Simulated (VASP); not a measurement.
Here is a VASP 6.6.1 calculation.

INCAR

```
PREC = Accurate ; ENCUT = 520
EDIFF = 1E-6 ; ISMEAR = -1
SIGMA = 0.03 ; LREAL = F
LASPH = T ; NELM = 60
ALGO = Normal ; ISIF = 2
LWAVE = F ; LCHARG = F
GGA = PS ; NBANDS = 22
```

KPOINTS

```
Automatic mesh
0
Gamma
  4 4 2
```

The input POSCAR:

```
I
1.0
    3.6350350000     -2.3950200000      0.0000000000
    3.6350350000      2.3950200000      0.0000000000
    0.0000000000      0.0000000000      9.7934400000
I
4
Direct
    0.6493000000      0.3507000000      0.3844000000
    0.1493000000      0.8507000000      0.1156000000
    0.3507000000      0.6493000000      0.6156000000
    0.8507000000      0.1493000000      0.8844000000
```

Potentials or basis: VASP PAW PBE potentials, release 64 (I).

The run is started by

```bash
$ cat potpaw_PBE.64/I/POTCAR > POTCAR
$ mpirun -np 1 vasp_std > vasp.out
```

Q: Predict the pressure.

A: 0.1 GPa.

Q: What does it give for the largest force?

A: 0.752 eV/Å.

Q: What does it give for the band gap on the k mesh?

A: 1.26 eV, indirect (least direct gap 1.37 eV).

Stress tensor (GPa, compression positive):
```
 0.01  0.00  0.00
 0.00 -0.40  0.00
 0.00  0.00  0.71
```

Caveat: the PAW data sets were made with another functional, which shifts forces and pressure a little; spin-orbit coupling is left out, which moves the levels of the heavy elements. A k mesh can miss the band edges.
